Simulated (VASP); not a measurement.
# Al (Fm-3m) in VASP: a series of runs, part 2 of 2

VASP 6.6.1. Earlier steps stand in the parts before.

### Step 3. Single point, PBE

This run uses another cell than the first one, of 15.94 Å³/atom, 1.021 times its volume.

File INCAR:

```
SYSTEM = Al
PREC = Accurate ; ENCUT = 520
EDIFF = 1E-7 ; ISMEAR = -1
SIGMA = 0.1 ; LREAL = .False.
LASPH = .True. ; NELM = 80
ALGO = Normal ; ISIF = 2
LWAVE = .False. ; LCHARG = .True.
GGA = PE ; LELF = .True.
LVHAR = .True. ; NBANDS = 8
```

File KPOINTS:

```
regular mesh
0
Gamma
  12 12 12
  0 0 0
```

File POSCAR:

```
Al
1.0
    0.0000000000      1.9974394157      1.9974394157
    1.9974394157      0.0000000000      1.9974394157
    1.9974394157      1.9974394157      0.0000000000
Al
1
Direct
    0.0000000000      0.0000000000      0.0000000000
```

Potentials or basis: VASP PAW PBE potentials, release 64 (Al).

Started as:

```sh
cat potpaw_PBE.64/Al/POTCAR > POTCAR
mpirun -np 1 vasp_std > vasp.out
```

OUTCAR:

```text
SYSTEM = Al
   PREC = Accurate
   ENCUT = 520
   EDIFF = 1E-7
   ISMEAR = -1
   LREAL = .False.
   LASPH = .True.
   NELM = 80
   ISIF = 2
   GGA = PE

 ion  position               nearest neighbor table
   1  0.000  0.000  0.000-

  LATTYP: Found a face centered cubic cell.
 ALAT       =     3.9948788314

  Lattice vectors:

 A1 = (   0.0000000000,   1.9974394157,   1.9974394157)
 A2 = (   1.9974394157,   0.0000000000,   1.9974394157)
 A3 = (   1.9974394157,   1.9974394157,   0.0000000000)

Analysis of symmetry for initial positions (statically):
=====================================================================
 Subroutine PRICEL returns:
 Original cell was already a primitive cell.

 Routine SETGRP: Setting up the symmetry group for a
 face centered cubic supercell.

 Subroutine GETGRP returns: Found 48 space group operations
 (whereof 48 operations were pure point group operations)
 out of a pool of 48 trial point group operations.

The static configuration has the point symmetry O_h .

Analysis of symmetry for dynamics (positions and initial velocities):
=====================================================================
[... 153 lines left out ...]

  energy without entropy =       -3.74153725  energy(sigma->0) =       -3.74806512

 E-fermi :   8.2613     XC(G=0): -10.3221

 val. band max:        8.1420445993   @ k =  -0.3333   0.4167   0.0833
 cond. band min:       8.3024744281   @ k =  -0.4167   0.4167   0.0833
 fundamental gap:      0.1604298288
 Fermi energy:         8.2613264082

 k-point     1 :       0.0000    0.0000    0.0000
  band No.  band energies     occupation
      1      -3.0095      2.00000
      2      21.1795      0.00000
      3      21.1795      0.00000
      4      21.1795      0.00000
      5      22.9379      0.00000
      6      22.9379      0.00000
      7      22.9379      0.00000
      8      25.0853      0.00000
[... 243 lines left out ...]
 k-point    24 :      -0.4167    0.1667    0.0000
  band No.  band energies     occupation
      1       3.7033      2.00000
      2       5.2032      2.00000
      3      13.9841      0.00000
      4      17.3655      0.00000
      5      19.2523      0.00000
      6      23.9979      0.00000
      7      26.8097      0.00000
      8      29.7706      0.00000

 [... further k-points ...]
[... 5 lines left out ...]
  --------------------------------------------------------------------------------------
  -------------------------------------------------------------------------------------
  Total        0.3000066      0.3000066      0.3000066     -0.0000000      0.0000000      0.0000000
  in kB       30.1571681     30.1571681     30.1571681     -0.0000000      0.0000000      0.0000000
  external PRESSURE =      30.1571681 kB  Pullay stress =       0.0000000 kB

 VOLUME and BASIS-vectors are now :
 -----------------------------------------------------------------------------
  energy-cutoff  :      520.00
  volume of cell :       15.94
      direct lattice vectors                 reciprocal lattice vectors
     0.000000000  1.997439416  1.997439416    -0.250320483  0.250320483  0.250320483
     1.997439416  0.000000000  1.997439416     0.250320483 -0.250320483  0.250320483
     1.997439416  1.997439416  0.000000000     0.250320483  0.250320483 -0.250320483

 POSITION                                       TOTAL-FORCE (eV/Angst)
 -----------------------------------------------------------------------------------
      0.00000      0.00000      0.00000         0.000000      0.000000      0.000000
 -----------------------------------------------------------------------------------
    total drift:                                0.000000     -0.000000      0.000000

  FREE ENERGIE OF THE ION-ELECTRON SYSTEM (eV)
  ---------------------------------------------------
  free  energy   TOTEN  =        -3.7545929801 eV

  energy  without entropy=       -3.7415372532  energy(sigma->0) =       -3.74806512
```

OSZICAR:

```text
N       E                     dE             d eps       ncg     rms          rms(c)
DAV:   1    -0.207528492410E+01   -0.20753E+01   -0.81839E+02  1160   0.201E+02
DAV:   2    -0.376881609214E+01   -0.16935E+01   -0.16363E+01  1608   0.197E+01
DAV:   3    -0.377744567395E+01   -0.86296E-02   -0.86214E-02  1440   0.159E+00
DAV:   4    -0.377747166179E+01   -0.25988E-04   -0.25988E-04  1832   0.813E-02
DAV:   5    -0.377747167994E+01   -0.18154E-07   -0.18246E-07  1456   0.128E-03    0.136E+00
DAV:   6    -0.376425275752E+01    0.13219E-01   -0.14532E-03  1584   0.182E-01    0.791E-01
DAV:   7    -0.375459878882E+01    0.96540E-02   -0.44086E-03  1528   0.297E-01    0.153E-01
DAV:   8    -0.375459493194E+01    0.38569E-05   -0.12077E-05  1640   0.248E-02    0.129E-02
DAV:   9    -0.375459329626E+01    0.16357E-05   -0.77028E-07  1648   0.400E-03    0.606E-04
DAV:  10    -0.375459302208E+01    0.27418E-06   -0.30962E-09  1544   0.403E-04    0.390E-04
DAV:  11    -0.375459298007E+01    0.42013E-07   -0.10250E-10   928   0.614E-05
   1 F= -.37545930E+01 E0= -.37480651E+01  d E =-.130557E-01
```

Run time: 5.7 s. Hardware: 1 thread of Intel Xeon Platinum 8375C at 2.90GHz (Ice Lake), shared host; peak memory 0.13 GiB.

What came out:

| Property | Result |
| --- | --- |
| Free energy | -3.7546 eV |
| Pressure | 3.0 GPa |

### Step 4. Single point, PBE

This run uses another cell than the first one, of 16.27 Å³/atom, 1.043 times its volume.

File INCAR:

```
SYSTEM = Al
ALGO = Normal
EDIFF = 1E-7
ENCUT = 520
GGA = PE
ISIF = 2
ISMEAR = -1
LASPH = .True.
LCHARG = .False.
LREAL = .False.
LWAVE = .False.
NBANDS = 8
NELM = 100
PREC = Accurate
SIGMA = 0.1
```

File KPOINTS:

```
k-points
0
Gamma
  12 12 12
  0 0 0
```

File POSCAR:

```
Al
1.0
    0.0000000000      2.0112152952      2.0112152952
    2.0112152952      0.0000000000      2.0112152952
    2.0112152952      2.0112152952      0.0000000000
Al
1
Direct
    0.0000000000      0.0000000000      0.0000000000
```

Started as:

```sh
cat potpaw_PBE.64/Al/POTCAR > POTCAR
mpirun -np 1 vasp_std > vasp.out
```

Wall time 5.5 s (1 thread of Intel Xeon Platinum 8375C at 2.90GHz (Ice Lake), shared host); peak memory 0.13 GiB.

The run converged. Its results:

```yaml
Free_energy: -3.7590 eV
Pressure: 1.2 GPa
```

Levels at points of the mesh, in eV from the Fermi level:
```csv
k point,band 1,band 2,band 3,band 4,band 5,band 6
"(0.00, 0.00, 0.00)",-11.13,12.80,12.80,12.80,14.40,14.40
"(0.50, 0.00, 0.00)",-4.55,-4.30,11.63,11.63,11.66,11.66
"(0.50, 0.50, 0.00)",-2.85,-1.50,5.36,5.76,5.76,9.30
```

### Step 5. Single point, PBE

This run uses another cell than the first one, of 16.60 Å³/atom, 1.064 times its volume.

File INCAR:

```
PREC = Accurate ; ENCUT = 520
EDIFF = 1E-6 ; ISMEAR = -1
SIGMA = 0.1 ; LREAL = F
LASPH = T ; NELM = 60
ALGO = Normal ; ISIF = 2
LWAVE = F ; LCHARG = T
GGA = PE ; LELF = T
LVHAR = T ; NBANDS = 8
```

File KPOINTS:

```
Automatic mesh
0
Gamma
  12 12 12
```

File POSCAR:

```
Al
1.0
    0.0000000000      2.0248050000      2.0248050000
    2.0248050000      0.0000000000      2.0248050000
    2.0248050000      2.0248050000      0.0000000000
Al
1
Direct
    0.0000000000      0.0000000000      0.0000000000
```

Started as:

```sh
cat potpaw_PBE.64/Al/POTCAR > POTCAR
mpirun -np 1 vasp_std > vasp.out
```

Wall time 5.5 s (1 thread of Intel Xeon Platinum 8375C at 2.90GHz (Ice Lake), shared host); peak memory 0.13 GiB.

Results (log left out):

```yaml
Free_energy: -3.7598 eV
Pressure: -0.4 GPa
```

Levels at points of the mesh, in eV from the Fermi level:
```csv
k point,band 1,band 2,band 3,band 4
"(0.00, 0.00, 0.00)",-10.99,12.69,12.69,12.69
"(0.50, 0.00, 0.00)",-4.47,-4.27,11.45,11.45
"(0.50, 0.50, 0.00)",-2.81,-1.50,5.36,5.67
```

### Step 6. The runs side by side

```csv
cell,gap on the mesh (eV),pressure (GPa)
"a = 2.805 Å, angles 60.0°, 1 atom",none,5.0
"a = 2.825 Å, angles 60.0°, 1 atom",none,3.0
"a = 2.844 Å, angles 60.0°, 1 atom",none,1.2
"a = 2.864 Å, angles 60.0°, 1 atom",none,-0.4
```

Alike in all rows: task single point; level PBE; potentials or basis VASP PAW PBE potentials, release 64 (Al); no spin polarisation; k mesh 12 × 12 × 12; cutoff (eV) 520; smearing fermi-dirac 0.1 eV.

Total energies depend on the potentials used, so only differences within one code and one set of settings carry meaning.
